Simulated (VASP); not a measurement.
Runs of VASP 6.6.1 on AgCl. The structure is that of space group Pm-3m (No. 221), or close to it. The cells are those of the table. 

```tsv
task	cell	gap on the mesh (eV)	pressure (GPa)
electric field gradients	a = 3.422 Å, 2 atoms	0.61	(c)
single point	a = 3.411 Å, 2 atoms	0.61	(a)
electric field gradients	a = 3.364 Å, 2 atoms	0.63	3.1
single point	a = 3.405 Å, 2 atoms	(b)	1.0
single point	a = 3.445 Å, 2 atoms	0.60	-0.7
```

Alike in all rows: level PBE; potentials or basis VASP PAW PBE potentials, release 64 (Ag, Cl); no spin polarisation; k mesh 9 × 9 × 9; cutoff (eV) 520; smearing fermi-dirac 0.01 eV.

Problem. Estimate the missing entries.

Solution. (a) 0.7; (b) 0.62; (c) 0.2.

A k mesh can miss the band edges, and the runs leave out spin-orbit coupling on Ag.
